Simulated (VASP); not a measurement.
Input of a VASP 6.6.1 run:

Contents of INCAR:

```
SYSTEM = LaHg2
PREC = Accurate ; ENCUT = 520
EDIFF = 1E-6 ; ISMEAR = -1
SIGMA = 0.05 ; LREAL = .FALSE.
LASPH = .TRUE. ; NELM = 80
ALGO = Normal ; ISIF = 2
LWAVE = .FALSE. ; LCHARG = .FALSE.
NBANDS = 24
```

The input KPOINTS:

```
regular mesh
0
G
  7 7 8
  0 0 0
```

Contents of POSCAR:

```
LaHg2
1.0
    4.9580000000      0.0000000000      0.0000000000
   -2.4790000000      4.2937539520      0.0000000000
    0.0000000000      0.0000000000      3.6400000000
La Hg
1 2
Direct
    0.0000000000      0.0000000000      0.0000000000
    0.3133333333      0.6566666667      0.5000000000
    0.6866666667      0.3433333333      0.5000000000
```

Potentials or basis: VASP PAW LDA potentials, release 64 (La, Hg).

Run with:

```console
$ cat potpaw_LDA.64/La/POTCAR potpaw_LDA.64/Hg/POTCAR > POTCAR
$ mpirun -np 1 vasp_std > vasp.out
```

(1) What does it give for the pressure?

(2) Estimate the band gap on the k mesh.

(3) Predict the largest force.

## Answers

(1) -1.9 GPa.

(2) zero (an odd number of electrons rules out a gap without spin polarisation).

(3) 1.118 eV/Å.

Caveat: the cell differs from its parent crystal (shortest bond scaled by 0.94); spin-orbit coupling is left out, which moves the levels of the heavy elements; forces of over 1 eV/Å act on the atoms, so gaps and moduli don't describe the material at rest.
